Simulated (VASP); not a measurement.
# Ir (Fm-3m) in VASP: a series of runs

Runs on Ir. Level: PBE. Tasks: single point, relaxation of cell and atoms.

Program: VASP 6.6.1. These are calculated values, not measurements. Logs are shortened: lines on timing, memory, paths and dates and some standing lists are left out, and cuts for length are marked.

### Step 1. The cell of the first run

Symmetry: Fm-3m, No. 225, cubic system. Conventional cell: a = 3.871 Å, b = 3.871 Å, c = 3.871 Å, α = 90.00°, β = 90.00°, γ = 90.00°. Within 3.6 Å of Ir (site symmetry m-3m) lie 12 Ir at 2.74 Å.

### Step 2. Single point, PBE

Contents of INCAR:

```
SYSTEM = Ir
ALGO = Normal ; EDIFF = 1E-7
ENCUT = 520 ; GGA = PE
ISIF = 2 ; ISMEAR = -1
LASPH = .True. ; LCHARG = .False.
LREAL = .False. ; LWAVE = .False.
NBANDS = 10 ; NELM = 80
PREC = Accurate ; SIGMA = 0.1
```

Contents of KPOINTS:

```
k-points
0
Gamma
  18 18 18
  0 0 0
```

Contents of POSCAR:

```
Ir
1.0
    0.0000000000      1.9356513782      1.9356513782
    1.9356513782      0.0000000000      1.9356513782
    1.9356513782      1.9356513782      0.0000000000
Ir
1
Direct
    0.0000000000      0.0000000000      0.0000000000
```

Potentials or basis: VASP PAW PBE potentials, release 64 (Ir).

Command:

```console
$ cat potpaw_PBE.64/Ir/POTCAR > POTCAR
$ mpirun -np 1 vasp_std > vasp.out
```

OUTCAR:

```text
SYSTEM = Ir
   EDIFF = 1E-7
   ENCUT = 520
   GGA = PE
   ISIF = 2
   ISMEAR = -1
   LASPH = .True.
   LREAL = .False.
   NELM = 80
   PREC = Accurate

 ion  position               nearest neighbor table
   1  0.000  0.000  0.000-

  LATTYP: Found a face centered cubic cell.
 ALAT       =     3.8713027564

  Lattice vectors:

 A1 = (   0.0000000000,   1.9356513782,   1.9356513782)
 A2 = (   1.9356513782,   0.0000000000,   1.9356513782)
 A3 = (   1.9356513782,   1.9356513782,   0.0000000000)

Analysis of symmetry for initial positions (statically):
=====================================================================
 Subroutine PRICEL returns:
 Original cell was already a primitive cell.

 Routine SETGRP: Setting up the symmetry group for a
 face centered cubic supercell.

 Subroutine GETGRP returns: Found 48 space group operations
 (whereof 48 operations were pure point group operations)
 out of a pool of 48 trial point group operations.

The static configuration has the point symmetry O_h .

Analysis of symmetry for dynamics (positions and initial velocities):
=====================================================================
 Subroutine PRICEL returns:
 Original cell was already a primitive cell.

 Routine SETGRP: Setting up the symmetry group for a
 face centered cubic supercell.

 Subroutine GETGRP returns: Found 48 space group operations
 (whereof 48 operations were pure point group operations)
 out of a pool of 48 trial point group operations.

The dynamic configuration has the point symmetry O_h .

 Subroutine INISYM returns: Found 48 space group operations
 (whereof 48 operations are pure point group operations),
 and found     1 'primitive' translations

----------------------------------------------------------------------------------------

                                     Primitive cell

  volume of cell :      14.5048

  direct lattice vectors                    reciprocal lattice vectors
     0.000000000  1.935651378  1.935651378    -0.258310978  0.258310978  0.258310978
     1.935651378  0.000000000  1.935651378     0.258310978 -0.258310978  0.258310978
     1.935651378  1.935651378  0.000000000     0.258310978  0.258310978 -0.258310978

  length of vectors
     2.737424431  2.737424431  2.737424431     0.447407738  0.447407738  0.447407738

  position of ions in fractional coordinates (direct lattice)
     0.000000000  0.000000000  0.000000000

  ion indices of the primitive-cell ions
   primitive index   ion index
                 1           1

----------------------------------------------------------------------------------------

 KPOINTS: k-points

Automatic generation of k-mesh.
 Grid dimensions read from file:
 generate k-points for:   18   18   18

 Generating k-lattice:

  Cartesian coordinates                     Fractional coordinates (reciprocal lattice)
    -0.014350610  0.014350610  0.014350610     0.055555556  0.000000000  0.000000000
     0.014350610 -0.014350610  0.014350610     0.000000000  0.055555556  0.000000000
     0.014350610  0.014350610 -0.014350610     0.000000000  0.000000000  0.055555556

  Length of vectors
     0.024855985  0.024855985  0.024855985

  Shift w.r.t. Gamma in fractional coordinates (k-lattice)
     0.000000000  0.000000000  0.000000000

 Subroutine IBZKPT returns following result:
 ===========================================

 Found    195 irreducible k-points:

 Following reciprocal coordinates:
            Coordinates               Weight
  0.000000  0.000000  0.000000      1.000000
  0.055556  0.000000  0.000000      8.000000
  0.111111  0.000000  0.000000      8.000000
  0.166667  0.000000  0.000000      8.000000
  0.222222  0.000000  0.000000      8.000000
  0.277778  0.000000  0.000000      8.000000
[... 16 lines left out ...]
 -0.277778  0.055556  0.000000     24.000000
 -0.222222  0.055556  0.000000     24.000000
 [... further k-points ...]
   k-points           NKPTS =    195   k-points in BZ     NKDIM =    195   number of bands    NBANDS=     10
   number of dos      NEDOS =    301   number of ions     NIONS =      1
   total plane-waves  NPLWV =   8000
   dimension x,y,z NGX =    20 NGY =   20 NGZ =   20
   dimension x,y,z NGXF=    40 NGYF=   40 NGZF=   40
   ions per type =               1
   NGX,Y,Z   is equivalent  to a cutoff of  12.15, 12.15, 12.15 a.u.
   NGXF,Y,Z  is equivalent  to a cutoff of  24.29, 24.29, 24.29 a.u.
 SYSTEM =  Ir
   PREC   = accura    normal or accurate (medium, high low for compatibility)
   ISTART =      0    job   : 0-new  1-cont  2-samecut
   ICHARG =      2    charge: 1-file 2-atom 10-const
   ISPIN  =      1    spin polarized calculation?
   LNONCOLLINEAR =      F non collinear calculations
   LSORBIT =      F    spin-orbit coupling
   LASPH  =      T    aspherical Exc in radial PAW
   ENCUT  =  520.0 eV  38.22 Ry    6.18 a.u.   5.09  5.09  5.09*2*pi/ulx,y,z
   NELM   =     80;   NELMIN=  2; NELMDL= -5     # of ELM steps
   EDIFF  = 0.1E-06   stopping-criterion for ELM
   LREAL  =      F    real-space projection
   EDIFFG = 0.1E-05   stopping-criterion for IOM
   NSW    =      0    number of steps for IOM
   IBRION =     -1    ionic relax: 0-MD 1-quasi-New 2-CG
   NFREE  =      0    steps in history (QN), initial steepest desc. (CG)
   ISIF   =      2    stress and relaxation
   ISYM   =      2    0-nonsym 1-usesym 2-fastsym
   POTIM  = 0.5000    time-step for ionic-motion
   TEBEG  =    0.0;   TEEND  =   0.0 temperature during run
   PSTRESS=    0.0 pullay stress
   NELECT =       9.0000    total number of electrons
   NUPDOWN=      -1.0000    fix difference up-down
   EMIN   =  10.00;   EMAX   =-10.00  energy-range for DOS
   EFERMI =   0.00;   METHOD = LEGACY
   ISMEAR =    -1;   SIGMA  =   0.10  broadening in eV -4-tet -1-fermi 0-gaus
   EFERMI_NEDOS =   21; number of points for ismear=-14 and -15
   IALGO  =     38    algorithm
   IMIX   =      4    mixing-type and parameters
     AMIX     =   0.40;   BMIX     =  1.00
     AMIX_MAG =   1.60;   BMIX_MAG =  1.00
  volume/ion in A,a.u.               =      14.50        97.88
  Fermi-wavevector in a.u.,A,eV,Ry     =   1.396321  2.638664 26.527438  1.949712
  Thomas-Fermi vector in A             =   2.519686
   LORBIT       =      0    0 simple, 1 ext, 2 COOP (PROOUT), +10 PAW based schemes
   GGA     = PE    functional components
   LHFCALC =     F    Hartree Fock is set to
   AEXX    =    0.0000 exact exchange contribution
   IVDW    =     0    specifies the selected vdW correction
   LEPSILON=     F    determine dielectric tensor
   LRPA    =     F    only Hartree local field effects (RPA)
 non-spin polarized calculation
  energy-cutoff  :      520.00
  volume of cell :       14.50
 maximum number of plane-waves:       397
   NGX = 11   NGY = 11   NGZ = 11

 number of electron       9.0000000 magnetization

 Free energy of the ion-electron system (eV)
  ---------------------------------------------------
  ext. energy  EPLUGINS =         0.00000000
  ---------------------------------------------------
  free energy    TOTEN  =        -8.86754841 eV

  energy without entropy =       -8.83629887  energy(sigma->0) =       -8.85192364

 E-fermi :   9.9798     XC(G=0): -13.8396

 val. band max:        9.9700195005   @ k =  -0.3333   0.2778   0.0556
 cond. band min:       9.9835993903   @ k =   0.5000   0.3889   0.0556
 fundamental gap:      0.0135798898
 Fermi energy:         9.9798386070

 k-point     1 :       0.0000    0.0000    0.0000
  band No.  band energies     occupation
      1      -0.8742      2.00000
      2       6.2387      2.00000
      3       6.2387      2.00000
      4       6.2387      2.00000
      5       8.8222      1.99998
      6       8.8222      1.99998
      7      24.3504      0.00000
      8      29.7880      0.00000
      9      29.7880      0.00000
     10      29.7880      0.00000

 k-point     2 :       0.0556    0.0000    0.0000
  band No.  band energies     occupation
      1      -0.7403      2.00000
      2       6.1679      2.00000
      3       6.2967      2.00000
      4       6.2967      2.00000
      5       8.7852      1.99999
      6       8.7852      1.99999
      7      24.5797      0.00000
      8      29.0500      0.00000
      9      30.0058      0.00000
     10      30.0058      0.00000

 k-point     3 :       0.1111    0.0000    0.0000
  band No.  band energies     occupation
      1      -0.3516      2.00000
      2       5.9859      2.00000
      3       6.4485      2.00000
      4       6.4485      2.00000
      5       8.7048      1.99999
      6       8.7048      1.99999
      7      25.2091      0.00000
      8      27.5999      0.00000
      9      30.6385      0.00000
     10      30.6385      0.00000

 k-point     4 :       0.1667    0.0000    0.0000
  band No.  band energies     occupation
      1       0.2458      2.00000
      2       5.7787      2.00000
      3       6.6189      2.00000
      4       6.6189      2.00000
      5       8.6755      2.00000
      6       8.6755      2.00000
      7      25.8839      0.00000
      8      26.1997      0.00000
      9      31.6241      0.00000
     10      31.6241      0.00000

 k-point     5 :       0.2222    0.0000    0.0000
  band No.  band energies     occupation
      1       0.9523      2.00000
      2       5.6858      2.00000
      3       6.6901      2.00000
      4       6.6901      2.00000
      5       8.8322      1.99998
      6       8.8322      1.99998
      7      24.4497      0.00000
      8      26.6472      0.00000
      9      32.8304      0.00000
     10      32.8304      0.00000

 k-point     6 :       0.2778    0.0000    0.0000
  band No.  band energies     occupation
      1       1.5910      2.00000
      2       5.9036      2.00000
      3       6.6118      2.00000
      4       6.6118      2.00000
      5       9.2252      1.99894
      6       9.2252      1.99894
      7      22.8306      0.00000
      8      26.3398      0.00000
      9      33.5386      0.00000
     10      33.5398      0.00000

 k-point     7 :       0.3333    0.0000    0.0000
  band No.  band energies     occupation
      1       1.9808      2.00000
      2       6.4523      2.00000
      3       6.4523      2.00000
      4       6.5951      2.00000
      5       9.7590      1.80204
      6       9.7590      1.80204
      7      21.0617      0.00000
      8      25.4154      0.00000
      9      32.2493      0.00000
     10      32.2493      0.00000

 k-point     8 :       0.3889    0.0000    0.0000
  band No.  band energies     occupation
      1       2.1213      2.00000
      2       6.2922      2.00000
      3       6.2922      2.00000
      4       7.6741      2.00000
      5      10.2913      0.08502
      6      10.2913      0.08502
      7      19.2210      0.00000
      8      24.5730      0.00000
      9      30.8374      0.00000
     10      30.8374      0.00000

 k-point     9 :       0.4444    0.0000    0.0000
  band No.  band energies     occupation
      1       2.1425      2.00000
      2       6.1805      2.00000
      3       6.1805      2.00000
      4       8.7730      1.99999
      5      10.6854      0.00172
      6      10.6854      0.00172
      7      17.6576      0.00000
      8      24.0570      0.00000
      9      29.8866      0.00000
     10      29.8866      0.00000
[... 118 lines left out ...]
 k-point    19 :       0.5000    0.0556    0.0000
  band No.  band energies     occupation
      1       2.2517      2.00000
      2       6.0364      2.00000
      3       6.2442      2.00000
      4       8.6781      2.00000
      5      10.8405      0.00037
      6      11.4033      0.00000
      7      17.0153      0.00000
      8      24.1261      0.00000
      9      29.3786      0.00000
     10      29.4009      0.00000

 k-point    20 :      -0.4444    0.0556    0.0000
  band No.  band energies     occupation
      1       2.2545      2.00000
      2       6.0643      2.00000
      3       6.2433      2.00000
      4       8.5685      2.00000
      5      10.6456      0.00256
      6      11.4182      0.00000
      7      17.2615      0.00000
      8      24.1807      0.00000
      9      29.1661      0.00000
     10      29.8380      0.00000

 k-point    21 :      -0.3889    0.0556    0.0000
  band No.  band energies     occupation
      1       2.2513      2.00000
      2       6.1715      2.00000
      3       6.3214      2.00000
      4       7.7521      2.00000
      5      10.2023      0.19514
      6      11.0253      0.00006
      7      18.6475      0.00000
      8      24.5605      0.00000
      9      29.5584      0.00000
     10      30.8940      0.00000

 k-point    22 :      -0.3333    0.0556    0.0000
  band No.  band energies     occupation
      1       2.1686      2.00000
      2       6.3306      2.00000
      3       6.4659      2.00000
      4       6.7266      2.00000
      5       9.6167      1.94841
      6      10.4815      0.01316
      7      20.4895      0.00000
      8      25.2688      0.00000
      9      30.4127      0.00000
     10      32.4678      0.00000

 k-point    23 :      -0.2778    0.0556    0.0000
  band No.  band energies     occupation
      1       1.8722      2.00000
      2       5.9201      2.00000
      3       6.5378      2.00000
      4       6.6413      2.00000
      5       9.0181      1.99987
      6       9.8950      1.40048
      7      22.3457      0.00000
      8      26.1959      0.00000
      9      31.4198      0.00000
     10      33.5672      0.00000

 k-point    24 :      -0.2222    0.0556    0.0000
  band No.  band energies     occupation
      1       1.2971      2.00000
      2       5.5943      2.00000
      3       6.6797      2.00000
      4       6.7688      2.00000
      5       8.5517      2.00000
      6       9.3753      1.99527
      7      24.0299      0.00000
      8      26.8044      0.00000
      9      31.7587      0.00000
     10      32.9972      0.00000

 [... further k-points ...]
[... 5 lines left out ...]
  --------------------------------------------------------------------------------------
  -------------------------------------------------------------------------------------
  Total        0.0499954      0.0499954      0.0499954      0.0000000      0.0000000     -0.0000000
  in kB        5.5224137      5.5224137      5.5224137      0.0000000      0.0000000     -0.0000000
  external PRESSURE =       5.5224137 kB  Pullay stress =       0.0000000 kB

 VOLUME and BASIS-vectors are now :
 -----------------------------------------------------------------------------
  energy-cutoff  :      520.00
  volume of cell :       14.50
      direct lattice vectors                 reciprocal lattice vectors
     0.000000000  1.935651378  1.935651378    -0.258310978  0.258310978  0.258310978
     1.935651378  0.000000000  1.935651378     0.258310978 -0.258310978  0.258310978
     1.935651378  1.935651378  0.000000000     0.258310978  0.258310978 -0.258310978

 POSITION                                       TOTAL-FORCE (eV/Angst)
 -----------------------------------------------------------------------------------
      0.00000      0.00000      0.00000         0.000000     -0.000000     -0.000000
 -----------------------------------------------------------------------------------
    total drift:                                0.000000      0.000000     -0.000000

  FREE ENERGIE OF THE ION-ELECTRON SYSTEM (eV)
  ---------------------------------------------------
  free  energy   TOTEN  =        -8.8675484052 eV

  energy  without entropy=       -8.8362988687  energy(sigma->0) =       -8.85192364
```

Run time: 14 s. Hardware: 1 thread of Intel Xeon Platinum 8488C (Sapphire Rapids), shared host; peak memory 0.15 GiB.

What came out:

```
Free energy : -8.8675 eV
Pressure    : 0.6 GPa
```

Levels at points of the mesh, in eV from the Fermi level:
```
           k point  band 1  band 2  band 3  band 4  band 5  band 6  band 7  band 8  band 9
(0.00, 0.00, 0.00)  -10.85   -3.74   -3.74   -3.74   -1.16   -1.16   14.37   19.81   19.81
(0.50, 0.00, 0.00)   -7.84   -3.84   -3.84   -0.70    0.85    0.85    7.01   13.91   19.57
(0.50, 0.50, 0.00)   -7.63   -7.07    0.82    1.41    1.41    1.70   10.17   11.59   11.59
```

Caveat: spin-orbit coupling is left out, which moves the levels of the heavy elements.

### Step 3. Relaxation of cell and atoms, PBE

Contents of INCAR:

```
SYSTEM = Ir
PREC = Accurate
ENCUT = 600
EDIFF = 1E-6
ISMEAR = -1
SIGMA = 0.1
LREAL = .FALSE.
LASPH = .TRUE.
NELM = 60
ALGO = Normal
ISIF = 3
LWAVE = .FALSE.
LCHARG = .FALSE.
GGA = PE
IBRION = 2
NSW = 80
EDIFFG = -0.03
```

Contents of KPOINTS:

```
Automatic mesh
0
G
  18 18 18
  0 0 0
```

POSCAR is that of step 2.

Potentials or basis: VASP PAW PBE potentials, release 64 (Ir).

Command:

```console
$ cat potpaw_PBE.64/Ir/POTCAR > POTCAR
$ mpirun -np 1 vasp_std > vasp.out
```

Wall time 24 s (1 thread of Intel Xeon Platinum 8488C (Sapphire Rapids), shared host); peak memory 0.17 GiB.

The run converged. Its results:

```
Free energy                            : -8.8678 eV
Relaxed volume                         : 14.53 Å³/atom
Relaxed cell                           : a = 2.739 Å, b = 2.739 Å, c = 2.739 Å, α = 60.00°, β = 60.00°, γ = 60.00°
Space group after relaxing (to 0.05 Å) : Fm-3m (No. 225)
Energy gained by relaxing              : 0.0 meV/atom
Ionic steps                            : 3
Pressure after relaxing                : 0.0 GPa
```

Final structure:
```
Ir
1.0
     0.00000    1.93680    1.93680
     1.93680    0.00000    1.93680
     1.93680    1.93680    0.00000
Ir
1
Direct
  0.00000 0.00000 0.00000
```

Levels at points of the mesh, in eV from the Fermi level:
```csv
k point,band 1,band 2,band 3,band 4,band 5,band 6,band 7,band 8
"(0.00, 0.00, 0.00)",-10.83,-3.73,-3.73,-3.73,-1.15,-1.15,14.37,19.80
"(0.50, 0.00, 0.00)",-7.82,-3.83,-3.83,-0.69,0.85,0.85,6.99,13.91
"(0.50, 0.50, 0.00)",-7.61,-7.05,0.82,1.40,1.40,1.70,10.15,11.58
```

Caveat: spin-orbit coupling is left out, which moves the levels of the heavy elements.
